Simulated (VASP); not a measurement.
The system is NaF.

```
Na F
1.0
     0.00000    2.32000    2.32000
     2.32000    0.00000    2.32000
     2.32000    2.32000    0.00000
Na F
1 1
Direct
  0.00000 0.00000 0.00000
  0.50000 0.50000 0.50000
```

| Quantity | Value |
| --- | --- |
| Program | VASP 6.6.1 |
| Task | relaxation of cell and atoms |
| Functional | PBE |
| Potentials or basis | VASP PAW PBE potentials, release 64 (Na_pv, F) |
| Cutoff | 600 eV |
| k mesh | 8 × 8 × 8 |
| Occupations | gaussian, width 0.02 eV |
| Spin | no spin polarisation |

At the start: pressure 1.7 GPa; volume 12.49 Å³/atom.

Problem. Where does the relaxation end?

Solution. Over 4 steps the energy falls by 2.3 meV/atom and the volume is 12.93 Å³/atom (+3.5 %); space group Fm-3m (No. 225, to 0.05 Å).

Step by step:
```
step  energy change (eV)  largest force (eV/Å)  pressure (GPa)  volume (Å³)
   1              0.0000                0.0000            1.70        24.97
   2             -0.0037                0.0000            0.68        25.46
   3             -0.0045                0.0000            0.22        25.72
   4             -0.0046                0.0000           -0.02        25.85
```

Final structure:
```
Na F
1.0
     0.00000    2.34693    2.34693
     2.34693    0.00000    2.34693
     2.34693    2.34693    0.00000
Na F
1 1
Direct
  0.00000 0.00000 0.00000
  0.50000 0.50000 0.50000
```
